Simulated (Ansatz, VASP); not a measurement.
## TePb in VASP and in Ansatz

```xyz
2
Lattice="0.0000 3.0574 3.0574 3.0574 0.0000 3.0574 3.0574 3.0574 0.0000" Properties=species:S:1:pos:R:3 pbc="T T T"
Pb    0.0000    0.0000    0.0000
Te    3.0574    3.0574    3.0574
```

Change from the starting cell: volume scaled by 0.88, LAPW.

Alike in both runs: task single point; functional LDA; k mesh 12 × 12 × 12; occupations fermi-dirac, width 0.08 eV; no spin polarisation.

|  | VASP | Ansatz |
| --- | --- | --- |
| version | VASP 6.6.1 | Ansatz 0.2.0 |
| potentials or method | VASP PAW LDA potentials, release 64 (Pb_d, Te), cutoff 500 eV | all-electron LAPW, scalar-relativistic |

Ansatz gave:

* pressure (GPa): 8.3

Question: Which values does VASP return?

Answer: Pressure (GPa): 8.4.

LDA's correlation is that of Perdew and Zunger in VASP and of Perdew and Wang (1992) in Ansatz. Ansatz ran all-electron here, and VASP with PAW potentials.

Spin-orbit coupling is off throughout.
